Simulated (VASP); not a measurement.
A run of VASP 6.6.1 is set up as follows.

The input INCAR:

```
PREC = Accurate
ENCUT = 520
EDIFF = 1E-6
ISMEAR = -1
SIGMA = 0.02
LREAL = False
LASPH = True
NELM = 60
ALGO = Normal
ISIF = 2
LWAVE = False
LCHARG = False
NBANDS = 14
```

Contents of KPOINTS:

```
Automatic mesh
0
Gamma
  10 10 10
```

POSCAR

```
NaF
1.0
    0.0464660000      2.3465330000      2.3465330000
    2.3465330000      0.0464660000      2.3465330000
    2.3465330000      2.3465330000      0.0464660000
Na F
1 1
Direct
    0.0000000000      0.0000000000      0.0000000000
    0.5000000000      0.5000000000      0.5000000000
```

Potentials or basis: VASP PAW LDA potentials, release 64 (Na_pv, F).

Launch:

```bash
$ cat potpaw_LDA.64/Na_pv/POTCAR potpaw_LDA.64/F/POTCAR > POTCAR
$ mpirun -np 1 vasp_std > vasp.out
```

(1) Estimate the band gap on the k mesh.

(2) Predict the pressure.

## Answers

(1) 5.88 eV, direct.

(2) -4.7 GPa.

Caveat: the cell differs from its parent crystal (equal xy, yz and zx shear strains of +2 %).
